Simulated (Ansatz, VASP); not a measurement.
Two plane-wave programs on MgO

```
Mg O
1.0
     2.61364   -0.00971   -0.00971
    -0.00971    2.61364   -0.00971
    -0.00971   -0.00971    2.61364
Mg O
1 1
Direct
  0.00000 0.00000 0.00000
  0.50000 0.50000 0.50000
```

Change from the starting cell: shear_111 strain -1.1%.

Alike in both runs: task single point; functional HSE06; k mesh 6 × 6 × 6; no spin polarisation.

```csv
,VASP,Ansatz
version,VASP 6.6.1,Ansatz 0.2.0
potentials or method,"VASP PAW PBE potentials, release 64 (Mg, O)","plane waves, PAW"
plane-wave cutoff (eV),520,420
occupations,"gaussian, width 0.01 eV",fixed
valence electrons in the cell,8,16
```

```tsv
	VASP	Ansatz	Ansatz less VASP
gap on the k mesh at the Fermi level (eV)	4.25	4.31	+0.061
pressure (GPa)	0.6	1.0	+0.41
traceless stress, the component that is largest in VASP (GPa)	-0.44	-0.44	-0.003
```

VASP's potentials hold 8 valence electrons a cell and Ansatz's 16, so a difference there can come from the potentials and not from the codes. Ansatz's warnings: stress exchange threshold loose, stress scf threshold loose.
